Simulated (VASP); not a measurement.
Crystal: NaCl.

```
Na Cl
1.0
     0.00000    2.80273    2.80273
     2.80273    0.00000    2.80273
     2.80273    2.80273    0.00000
Na Cl
1 1
Direct
  0.00000 0.00000 0.00000
  0.50000 0.50000 0.50000
```

Base run:

- Program: VASP 6.6.1
- Functional: PBE0
- Potentials or basis: VASP PAW PBE potentials, release 64 (Na_pv, Cl)
- Cutoff: 520 eV
- k mesh: 6 × 6 × 6
- Occupations: gaussian, width 0.01 eV
- Spin: no spin polarisation

Its results: band gap on the k mesh 7.28 eV; pressure 0.6 GPa.

Task: The run is repeated on the same cell with these changes: functional from PBE0 to r2SCAN0; further incar settings from ALGO = Normal; EDIFF = 1e-07; NBANDS = 14 to ALGO = Normal; EDIFF = 1e-06; NBANDS = 14. What comes out?

Result: Band gap on the k mesh 7.75 eV; pressure -0.3 GPa.

Caveats: the PAW data sets were made with another functional, which shifts forces and pressure a little.

